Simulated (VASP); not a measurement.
Wanted: the native input for a VASP 6.6.1 run.

```
Task                   : single point
Functional             : PBEsol
Potentials or basis    : VASP PAW PBE potentials, release 64 (Ga_d)
Cutoff                 : 520 eV
k mesh                 : 8 × 8 × 7
Occupations            : fermi-dirac, width 0.05 eV
Spin                   : no spin polarisation
Dipole correction      : no
Further INCAR settings : ALGO = Normal; EDIFF = 1e-06; NBANDS = 20
```

The structure of Ga lies in POSCAR:

```
Ga
1.0
    1.4500000000     -4.0650000000      0.0000000000
    1.4500000000      4.0650000000      0.0000000000
    0.0000000000      0.0000000000      3.1700000000
Ga
2
Direct
    0.8752754265      0.1273868641      0.2477659493
    0.1459559235      0.8536551259      0.7479131207
```

The input as run:

INCAR

```
SYSTEM = Ga
ALGO = Normal ; EDIFF = 1E-6
ENCUT = 520 ; GGA = PS
ISIF = 2 ; ISMEAR = -1
LASPH = .True. ; LCHARG = .True.
LELF = .True. ; LREAL = .False.
LVHAR = .True. ; LWAVE = .False.
NBANDS = 20 ; NELM = 100
PREC = Accurate ; SIGMA = 0.05
```

KPOINTS

```
k-points
0
Gamma
  8 8 7
  0 0 0
```

Potentials or basis: VASP PAW PBE potentials, release 64 (Ga_d).

The run is started by

```sh
$ cat potpaw_PBE.64/Ga_d/POTCAR > POTCAR
$ mpirun -np 1 vasp_std > vasp.out
```

It gave:

```
Pressure               : -2.0 GPa
Band gap on the k mesh : zero (band 13 reaches 10.44 eV, above the bottom of band 14 at 2.34 eV)
```

Caveat: the PAW data sets were made with another functional, which shifts forces and pressure a little.

Run time: 2.3 min on 1 thread of AMD EPYC 7R43 64-Core Processor (Zen 3) (shared host), peak memory 0.22 GiB.
